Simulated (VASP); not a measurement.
Here is a VASP 6.6.1 calculation.

File INCAR:

```
SYSTEM = Se
PREC     = Accurate       ! precision mode
ENCUT    = 520            ! plane-wave cutoff, eV
EDIFF    = 1E-6           ! SCF threshold, eV
ISMEAR   = 0              ! smearing method
SIGMA    = 0.05           ! smearing width, eV
LREAL    = .FALSE.        ! projectors in reciprocal space
LASPH    = .TRUE.         ! aspherical terms in the spheres
NELM     = 60             ! most SCF steps
ALGO     = Normal         ! electronic algorithm
ISIF     = 2              ! what is computed and relaxed
LWAVE    = .FALSE.        ! write WAVECAR
LCHARG   = .FALSE.        ! write CHGCAR
GGA      = PE             ! functional
IVDW     = 12             ! dispersion correction
NBANDS   = 16             ! bands
```

File KPOINTS:

```
Automatic mesh
0
G
  12 12 8
  0 0 0
```

POSCAR

```
Se
1.0
    4.2301757145      0.0000000000      0.0000000000
   -2.1150878572      3.6634396312      0.0000000000
    0.0000000000      0.0000000000      5.1218967551
Se
3
Direct
    0.2473450691      0.0000000000      0.3333333333
    0.0000000000      0.2473450691      0.6666666667
    0.7526549309      0.7526549309      0.0000000000
```

Potentials or basis: VASP PAW PBE potentials, release 64 (Se).

Command:

```sh
$ cat potpaw_PBE.64/Se/POTCAR > POTCAR
$ mpirun -np 1 vasp_std > vasp.out
```

(1) What does it give for the largest force?

(2) Predict the pressure.

Answers

(1) 0.499 eV/Å.

(2) -3.5 GPa.

Caveat: the cell stands under tension.
